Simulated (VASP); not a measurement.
Input of a VASP 6.6.1 run:

File POSCAR:

```
Cu2O
1.0
    4.2600000000      0.0000000000      0.0000000000
    0.0000000000      4.2600000000      0.0000000000
    0.0000000000      0.0000000000      4.2600000000
Cu O
4 2
Direct
    0.2500000000      0.2500000000      0.2500000000
    0.2500000000      0.7500000000      0.7500000000
    0.7500000000      0.7500000000      0.2500000000
    0.7500000000      0.2500000000      0.7500000000
    0.0000000000      0.0000000000      0.0000000000
    0.5000000000      0.5000000000      0.5000000000
```

INCAR.step1

```
  PREC = Accurate
  ENCUT = 660
  ISMEAR = 0
  SIGMA = 0.02
  LREAL = False
  LASPH = True
  NELM = 200
  LMAXMIX = 4
  LDAU = True
  LDAUTYPE = 2
  LDAUL = 2 -1
  LDAUU = 4 0
  LDAUJ = 0 0
  GGA = PE
  ALGO = Normal
  EDIFF = 1E-5
  LWAVE = True
  LCHARG = False
  GGA_COMPAT = False
  IBRION = 2
  ISIF = 3
  EDIFFG = -0.005
  NELMIN = 4
  NSW = 100
```

Contents of INCAR.step2:

```
  PREC = Accurate
  ENCUT = 660
  EDIFF = 1E-7
  ISMEAR = 0
  SIGMA = 0.02
  LREAL = False
  LASPH = True
  NELM = 200
  ALGO = Normal
  ISIF = 3
  LWAVE = False
  LCHARG = False
  LMAXMIX = 4
  LDAU = True
  LDAUTYPE = 2
  LDAUL = 2 -1
  LDAUU = 4 0
  LDAUJ = 0 0
  LDAUPRINT = 1
  METAGGA = R2SCAN
  LMIXTAU = True
  IBRION = 2
  NSW = 100
  EDIFFG = -0.005
  ISTART = 1
  GGA_COMPAT = False
  NELMIN = 4
```

KPOINTS

```
Automatic mesh
0
Gamma
  6 6 6
```

Potentials or basis: VASP PAW PBE potentials, release 64 (Cu, O).

Run with:

```console
$ cat potpaw_PBE.64/Cu/POTCAR potpaw_PBE.64/O/POTCAR > POTCAR
$ cp INCAR.step1 INCAR
$ mpirun -np 1 vasp_std > vasp.out
$ cp INCAR.step2 INCAR
$ mpirun -np 1 vasp_std > vasp.out
```

Question: What does it give for the space group after relaxing (to 0.1 Å)?

Answer: Pn-3m (No. 224).

Question: What does it give for the band gap on the k mesh?

Answer: 0.98 eV.

Final structure:
```
CELL_PARAMETERS angstrom
4.23693 0.00000 0.00000
0.00000 4.23693 0.00000
0.00000 0.00000 4.23693
ATOMIC_POSITIONS crystal
Cu 0.25000 0.25000 0.25000
Cu 0.25000 0.75000 0.75000
Cu 0.75000 0.75000 0.25000
Cu 0.75000 0.25000 0.75000
O 0.00000 0.00000 0.00000
O 0.50000 0.50000 0.50000
```

 A k mesh can miss the band edges.
